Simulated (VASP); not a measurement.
MgBP2, 8 atoms in the cell. Symmetry: I-42d, No. 122, tetragonal system. Conventional cell: a = 5.438 Å, b = 5.438 Å, c = 9.584 Å, α = 90.00°, β = 90.00°, γ = 90.00°. P (site symmetry 2) has 2 B at 2.13 Å and 2 Mg at 2.41 Å within 2.8 Å. B (site symmetry -4) has 4 P at 2.13 Å within 2.8 Å. Within 3.2 Å of Mg (site symmetry -4) lie 4 P at 2.41 Å. 

```yaml
Program: VASP 6.6.1
Task: single point
Functional: PBE
Potentials_or_basis: VASP PAW PBE potentials, release 64 (P, B, Mg)
Cutoff: 520 eV
k_mesh: 7 × 7 × 7
Occupations: fermi-dirac, width 0.0407 eV
Spin: no spin polarisation
Dipole_correction: no
k_mesh_for_the_DOS: 11 × 11 × 11
Occupations_for_the_DOS: tetrahedron
Further_INCAR_settings: ALGO = Normal; EDIFF = 1e-06; NBANDS = 25
```

Potentials or basis: VASP PAW PBE potentials, release 64 (P, B, Mg).

The run is started by

```bash
$ cat potpaw_PBE.64/P/POTCAR potpaw_PBE.64/B/POTCAR potpaw_PBE.64/Mg/POTCAR > POTCAR
$ cp INCAR.step1 INCAR
$ cp KPOINTS.step1 KPOINTS
$ mpirun -np 1 vasp_std > vasp.out
$ cp INCAR.step2 INCAR
$ cp KPOINTS.step2 KPOINTS
$ mpirun -np 1 vasp_std > vasp.out
```

Hardware: 1 thread of Intel Xeon 8259CL (shared host).

Task: Estimate the wall time of this run.

Result: Wall time 8.6 min on 1 thread of Intel Xeon 8259CL, on a shared host, peak memory 0.54 GiB. Counts: k points 126.
